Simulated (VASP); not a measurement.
# SiC (P4_3) in VASP: notebook

The runs below take SiC through single point, relaxation of cell and atoms, with PBE.

Program: VASP 6.6.1. These are calculated values, not measurements. Logs are shortened: lines on timing, memory, paths and dates and some standing lists are left out, and cuts for length are marked.

## Step 1: The cell of the first run

It takes space group P4_3 (No. 78, tetragonal). The conventional cell has a = 5.366 Å, b = 5.366 Å, c = 2.869 Å, α = 90.00°, β = 90.00°, γ = 90.00°. Within 2.4 Å of Si (site symmetry 1) lie 4 C at 1.77 to 1.85 Å. Within 2.4 Å of C (site symmetry 1) lie 4 Si at 1.77 to 1.85 Å.

The cell was generated, and may not be a known phase.

## Step 2: Single point, PBE

Contents of INCAR:

```
SYSTEM = SiC
PREC = Accurate
ENCUT = 520
EDIFF = 1E-6
ISMEAR = 0
SIGMA = 0.1
LREAL = .False.
LASPH = .True.
NELM = 60
ALGO = Normal
ISIF = 2
LWAVE = .False.
LCHARG = .False.
GGA = PE
NBANDS = 26
```

Contents of KPOINTS:

```
Automatic mesh
0
Gamma
  4 4 6
  0 0 0
```

Contents of POSCAR:

```
SiC
1.0
    5.3655189800      0.0000000000      0.0000000000
    0.0000000000      5.3655189800      0.0000000000
    0.0000000000      0.0000000000      2.8690255600
Si C
4 4
Direct
    0.1032208100      0.3296015700      0.2416469600
    0.8967791900      0.6703984300      0.7416469600
    0.6703984300      0.1032208100      0.9916469600
    0.3296015700      0.8967791900      0.4916469600
    0.3296015700      0.1032208100      0.0083530400
    0.6703984300      0.8967791900      0.5083530400
    0.8967791900      0.3296015700      0.7583530400
    0.1032208100      0.6703984300      0.2583530400
```

Potentials or basis: VASP PAW PBE potentials, release 64 (Si, C).

Launch:

```bash
$ cat potpaw_PBE.64/Si/POTCAR potpaw_PBE.64/C/POTCAR > POTCAR
$ mpirun -np 1 vasp_std > vasp.out
```

OUTCAR:

```text
SYSTEM = SiC
   PREC = Accurate
   ENCUT = 520
   EDIFF = 1E-6
   ISMEAR = 0
   LREAL = .False.
   LASPH = .True.
   NELM = 60
   ISIF = 2
   GGA = PE

 ion  position               nearest neighbor table
   1  0.103  0.330  0.242-   7 1.77   8 1.83   5 1.84   7 1.85   2 2.57   2 2.57   3 2.72   4 2.72

   2  0.897  0.670  0.742-   8 1.77   7 1.83   6 1.84   8 1.85   1 2.57   1 2.57   3 2.72   4 2.72

   3  0.670  0.103  0.992-   6 1.77   5 1.83   7 1.84   6 1.85   4 2.57   4 2.57   2 2.72   1 2.72

   4  0.330  0.897  0.492-   5 1.77   6 1.83   8 1.84   5 1.85   3 2.57   3 2.57   2 2.72   1 2.72

   5  0.330  0.103  0.008-   4 1.77   3 1.83   1 1.84   4 1.85
   6  0.670  0.897  0.508-   3 1.77   4 1.83   2 1.84   3 1.85
   7  0.897  0.330  0.758-   1 1.77   2 1.83   3 1.84   1 1.85
   8  0.103  0.670  0.258-   2 1.77   1 1.83   4 1.84   2 1.85

  LATTYP: Found a simple tetragonal cell.
 ALAT       =     5.3655189800
 C/A-ratio  =     0.5347153874

  Lattice vectors:

 A1 = (   5.3655189800,   0.0000000000,   0.0000000000)
 A2 = (   0.0000000000,   5.3655189800,   0.0000000000)
 A3 = (   0.0000000000,   0.0000000000,   2.8690255600)

Analysis of symmetry for initial positions (statically):
=====================================================================
 Subroutine PRICEL returns:
 Original cell was already a primitive cell.

 Routine SETGRP: Setting up the symmetry group for a
 simple tetragonal supercell.

 Subroutine GETGRP returns: Found  4 space group operations
 (whereof  1 operations were pure point group operations)
 out of a pool of 16 trial point group operations.

The static configuration has the point symmetry C_1 .
 The point group associated with its full space group is C_1 .

Analysis of symmetry for dynamics (positions and initial velocities):
=====================================================================
 Subroutine PRICEL returns:
 Original cell was already a primitive cell.

 Routine SETGRP: Setting up the symmetry group for a
 simple tetragonal supercell.

 Subroutine GETGRP returns: Found  4 space group operations
 (whereof  1 operations were pure point group operations)
 out of a pool of 16 trial point group operations.

The dynamic configuration has the point symmetry C_1 .
 The point group associated with its full space group is C_1 .

 Subroutine INISYM returns: Found  4 space group operations
 (whereof  1 operations are pure point group operations),
 and found     1 'primitive' translations

----------------------------------------------------------------------------------------

                                     Primitive cell

  volume of cell :      82.5958

  direct lattice vectors                    reciprocal lattice vectors
     5.365518980  0.000000000  0.000000000     0.186375261  0.000000000  0.000000000
     0.000000000  5.365518980  0.000000000     0.000000000  0.186375261  0.000000000
     0.000000000  0.000000000  2.869025560     0.000000000  0.000000000  0.348550398

  length of vectors
     5.365518980  5.365518980  2.869025560     0.186375261  0.186375261  0.348550398

  position of ions in fractional coordinates (direct lattice)
     0.103220810  0.329601570  0.241646960
     0.896779190  0.670398430  0.741646960
     0.670398430  0.103220810  0.991646960
     0.329601570  0.896779190  0.491646960
     0.329601570  0.103220810  0.008353040
     0.670398430  0.896779190  0.508353040
     0.896779190  0.329601570  0.758353040
     0.103220810  0.670398430  0.258353040

  ion indices of the primitive-cell ions
   primitive index   ion index
                 1           1
                 2           2
                 3           3
                 4           4
                 5           5
                 6           6
                 7           7
                 8           8

----------------------------------------------------------------------------------------

 KPOINTS: Automatic mesh

Automatic generation of k-mesh.
 Grid dimensions read from file:
 generate k-points for:    4    4    6

 Generating k-lattice:

  Cartesian coordinates                     Fractional coordinates (reciprocal lattice)
     0.046593815  0.000000000  0.000000000     0.250000000  0.000000000  0.000000000
     0.000000000  0.046593815  0.000000000     0.000000000  0.250000000  0.000000000
     0.000000000  0.000000000  0.058091733     0.000000000  0.000000000  0.166666667

  Length of vectors
     0.046593815  0.046593815  0.058091733

  Shift w.r.t. Gamma in fractional coordinates (k-lattice)
     0.000000000  0.000000000  0.000000000

 Subroutine IBZKPT returns following result:
 ===========================================

 Found     24 irreducible k-points:

 Following reciprocal coordinates:
            Coordinates               Weight
  0.000000  0.000000  0.000000      1.000000
  0.250000  0.000000  0.000000      4.000000
  0.500000  0.000000  0.000000      2.000000
  0.250000  0.250000  0.000000      4.000000
  0.500000  0.250000  0.000000      4.000000
  0.500000  0.500000  0.000000      1.000000
[... 16 lines left out ...]
  0.500000  0.250000  0.500000      4.000000
  0.500000  0.500000  0.500000      1.000000
   k-points           NKPTS =     24   k-points in BZ     NKDIM =     24   number of bands    NBANDS=     26
   number of dos      NEDOS =    301   number of ions     NIONS =      8
   total plane-waves  NPLWV =  38400
   dimension x,y,z NGX =    40 NGY =   40 NGZ =   24
   dimension x,y,z NGXF=    80 NGYF=   80 NGZF=   48
   ions per type =               4   4
   NGX,Y,Z   is equivalent  to a cutoff of  12.39, 12.39, 13.91 a.u.
   NGXF,Y,Z  is equivalent  to a cutoff of  24.79, 24.79, 27.81 a.u.
 SYSTEM =  SiC
   PREC   = accura    normal or accurate (medium, high low for compatibility)
   ISTART =      0    job   : 0-new  1-cont  2-samecut
   ICHARG =      2    charge: 1-file 2-atom 10-const
   ISPIN  =      1    spin polarized calculation?
   LNONCOLLINEAR =      F non collinear calculations
   LSORBIT =      F    spin-orbit coupling
   LASPH  =      T    aspherical Exc in radial PAW
   ENCUT  =  520.0 eV  38.22 Ry    6.18 a.u.   9.98  9.98  5.33*2*pi/ulx,y,z
   NELM   =     60;   NELMIN=  2; NELMDL= -5     # of ELM steps
   EDIFF  = 0.1E-05   stopping-criterion for ELM
   LREAL  =      F    real-space projection
   EDIFFG = 0.1E-04   stopping-criterion for IOM
   NSW    =      0    number of steps for IOM
   IBRION =     -1    ionic relax: 0-MD 1-quasi-New 2-CG
   NFREE  =      0    steps in history (QN), initial steepest desc. (CG)
   ISIF   =      2    stress and relaxation
   ISYM   =      2    0-nonsym 1-usesym 2-fastsym
   POTIM  = 0.5000    time-step for ionic-motion
   TEBEG  =    0.0;   TEEND  =   0.0 temperature during run
   PSTRESS=    0.0 pullay stress
   NELECT =      32.0000    total number of electrons
   NUPDOWN=      -1.0000    fix difference up-down
   EMIN   =  10.00;   EMAX   =-10.00  energy-range for DOS
   EFERMI =   0.00;   METHOD = LEGACY
   ISMEAR =     0;   SIGMA  =   0.10  broadening in eV -4-tet -1-fermi 0-gaus
   EFERMI_NEDOS =   21; number of points for ismear=-14 and -15
   IALGO  =     38    algorithm
   IMIX   =      4    mixing-type and parameters
     AMIX     =   0.40;   BMIX     =  1.00
     AMIX_MAG =   1.60;   BMIX_MAG =  1.00
  volume/ion in A,a.u.               =      10.32        69.67
  Fermi-wavevector in a.u.,A,eV,Ry     =   1.193454  2.255300 19.379205  1.424331
  Thomas-Fermi vector in A             =   2.329468
   LORBIT       =      0    0 simple, 1 ext, 2 COOP (PROOUT), +10 PAW based schemes
   GGA     = PE    functional components
   LHFCALC =     F    Hartree Fock is set to
   AEXX    =    0.0000 exact exchange contribution
   IVDW    =     0    specifies the selected vdW correction
   LEPSILON=     F    determine dielectric tensor
   LRPA    =     F    only Hartree local field effects (RPA)
 non-spin polarized calculation
 Gauss-broadening in eV      SIGMA  =   0.10
  energy-cutoff  :      520.00
  volume of cell :       82.60
 maximum number of plane-waves:      2244
 NGX is ok and might be reduce to    40
   NGX = 19   NGY = 19   NGZ = 11

 number of electron      31.9999999 magnetization

 Free energy of the ion-electron system (eV)
  ---------------------------------------------------
  ext. energy  EPLUGINS =         0.00000000
  ---------------------------------------------------
  free energy    TOTEN  =       -53.82055524 eV

  energy without entropy =      -53.82054309  energy(sigma->0) =      -53.82054917

 E-fermi :   8.6374     XC(G=0): -11.0777

 val. band max:        8.3857325458   @ k =   0.2500   0.2500   0.0000
 cond. band min:       8.8530754606   @ k =   0.5000   0.5000   0.0000
 fundamental gap:      0.4673429148
 Fermi energy:         8.6373524728

 k-point     1 :       0.0000    0.0000    0.0000
  band No.  band energies     occupation
      1      -8.5182      2.00000
      2      -6.2538      2.00000
      3      -4.0455      2.00000
      4      -4.0455      2.00000
      5       0.2134      2.00000
      6       0.8911      2.00000
[... 18 lines left out ...]
     25      16.3877      0.00000
     26      17.3355      0.00000

 k-point     2 :       0.2500    0.0000    0.0000
  band No.  band energies     occupation
      1      -8.3037      2.00000
      2      -6.7723      2.00000
      3      -3.9406      2.00000
      4      -3.7415      2.00000
      5      -0.1716      2.00000
      6       0.2341      2.00000
[... 18 lines left out ...]
     25      17.0798      0.00000
[... 608 lines left out ...]
     25      16.7626      0.00000
     26      16.7626      0.00000

 k-point    24 :       0.5000    0.5000    0.5000
  band No.  band energies     occupation
      1      -4.1305      2.00000
      2      -4.1305      2.00000
      3      -3.8989      2.00000
      4      -3.8989      2.00000
      5      -1.1509      2.00000
      6      -1.1509      2.00000
[... 18 lines left out ...]
     25      15.6541      0.00000
     26      15.6541      0.00000

------------------------ aborting loop because EDIFF is reached ----------------------------------------

  FORCE on cell =-STRESS in cart. coord.  units (eV):
  Direction    XX          YY          ZZ          XY          YZ          ZX
  --------------------------------------------------------------------------------------
  -------------------------------------------------------------------------------------
  Total       15.8982284     15.8982284     22.2821710      0.0000000     -0.0000000      0.0000000
  in kB      308.3908080    308.3908080    432.2253130      0.0000002     -0.0000000      0.0000000
  external PRESSURE =     349.6689763 kB  Pullay stress =       0.0000000 kB

 VOLUME and BASIS-vectors are now :
 -----------------------------------------------------------------------------
  energy-cutoff  :      520.00
  volume of cell :       82.60
      direct lattice vectors                 reciprocal lattice vectors
     5.365518980  0.000000000  0.000000000     0.186375261  0.000000000  0.000000000
     0.000000000  5.365518980  0.000000000     0.000000000  0.186375261  0.000000000
     0.000000000  0.000000000  2.869025560     0.000000000  0.000000000  0.348550398

 POSITION                                       TOTAL-FORCE (eV/Angst)
 -----------------------------------------------------------------------------------
      0.55383      1.76848      0.69329         0.666181     -0.258660      0.249628
      4.81169      3.59704      2.12780        -0.666181      0.258660      0.249628
      3.59704      0.55383      2.84506         0.258660      0.666181      0.249628
      1.76848      4.81169      1.41055        -0.258660     -0.666181      0.249628
      1.76848      0.55383      0.02397        -1.106303      2.820494     -0.249628
      3.59704      4.81169      1.45848         1.106303     -2.820494     -0.249628
      4.81169      1.76848      2.17573        -2.820494     -1.106303     -0.249628
      0.55383      3.59704      0.74122         2.820494      1.106303     -0.249628
 -----------------------------------------------------------------------------------
    total drift:                               -0.000000      0.000000      0.000620

  FREE ENERGIE OF THE ION-ELECTRON SYSTEM (eV)
  ---------------------------------------------------
  free  energy   TOTEN  =       -53.8205552393 eV

  energy  without entropy=      -53.8205430908  energy(sigma->0) =      -53.82054917
```

It took 73 s on 1 thread of Intel Xeon 8259CL, shared host; peak memory 0.2 GiB.

What came out:

```yaml
Free_energy: -53.8206 eV
Pressure: 35.0 GPa
Largest_force: 3.040 eV/Å
Band_gap_on_the_k_mesh: 0.47 eV (least direct gap 0.77 eV)
```

Forces on the atoms (eV/Å):
```
Si   0.666 -0.259  0.250
Si  -0.666  0.259  0.250
Si   0.259  0.666  0.250
Si  -0.259 -0.666  0.250
C   -1.106  2.820 -0.250
C    1.106 -2.820 -0.250
C   -2.820 -1.106 -0.250
C    2.820  1.106 -0.250
```

Stress tensor (GPa, compression positive):
```
30.84  0.00  0.00
 0.00 30.84  0.00
 0.00  0.00 43.22
```

Caveat: the stress differs along the axes, from 31 to 43 GPa; semilocal functionals underestimate gaps, and a narrow one can read as zero; forces of over 1 eV/Å act on the atoms, so gaps and moduli don't describe the material at rest.

## Step 3: Single point, PBE

This run uses another cell than the first one, of 11.88 Å³/atom.

Contents of INCAR:

```
  PREC = Accurate
  ENCUT = 520
  EDIFF = 1E-6
  ISMEAR = 0
  SIGMA = 0.1
  LREAL = False
  LASPH = True
  NELM = 80
  ALGO = Normal
  ISIF = 2
  LWAVE = False
  LCHARG = True
  GGA = PE
  LELF = True
  LVHAR = True
  NBANDS = 26
```

Contents of KPOINTS:

```
Automatic mesh
0
Gamma
  4 4 6
```

Contents of POSCAR:

```
SiC
1.0
    5.6068377108      0.0000000000      0.0000000000
    0.0000000000      5.6068377108      0.0000000000
    0.0000000000      0.0000000000      3.0237722310
Si C
4 4
Direct
    0.0940946380      0.3339486449      0.2356654909
    0.9059053620      0.6660513551      0.7356654909
    0.6660513551      0.0940946380      0.9856654909
    0.3339486449      0.9059053620      0.4856654909
    0.3279517065      0.1210930321      0.0143345091
    0.6720482935      0.8789069679      0.5143345091
    0.8789069679      0.3279517065      0.7643345091
    0.1210930321      0.6720482935      0.2643345091
```

Potentials or basis: VASP PAW PBE potentials, release 64 (Si, C).

Launch:

```bash
$ cat potpaw_PBE.64/Si/POTCAR potpaw_PBE.64/C/POTCAR > POTCAR
$ mpirun -np 1 vasp_std > vasp.out
```

Run time: 1.7 min. Hardware: 1 thread of Intel Xeon 8259CL, shared host; peak memory 0.21 GiB.

It converged, with:

* Free energy: -55.5056 eV
* Pressure: 0.0 GPa
* Largest force: 0.010 eV/Å
* Band gap on the k mesh: 0.94 eV (least direct gap 1.19 eV)

Forces in eV/Å, atoms in the order of the input:
```
Si   0.003  0.003 -0.003
Si  -0.003 -0.003 -0.003
Si  -0.003  0.003 -0.003
Si   0.003 -0.003 -0.003
C   -0.005  0.009  0.003
C    0.005 -0.009  0.003
C   -0.009 -0.005  0.003
C    0.009  0.005  0.003
```

Levels at points of the mesh, in eV from the valence-band top:
```
           k point  band 14  band 15  band 16  band 17  band 18  band 19
(0.00, 0.00, 0.00)    -0.89    -0.01     0.00     3.40     3.83     3.83
(0.50, 0.00, 0.00)    -1.23    -0.27    -0.03     3.22     3.72     4.56
(0.50, 0.50, 0.00)    -0.47    -0.26    -0.26     0.94     3.54     4.17
(0.00, 0.00, 0.50)    -2.51    -2.01    -2.01     2.22     2.22     3.50
(0.50, 0.00, 0.50)    -2.03    -0.89    -0.89     2.05     2.05     3.64
(0.50, 0.50, 0.50)    -2.97    -1.55    -1.55     2.78     2.78     2.80
```

A k mesh can miss the band edges.

(Continued in part 2 of 2.)
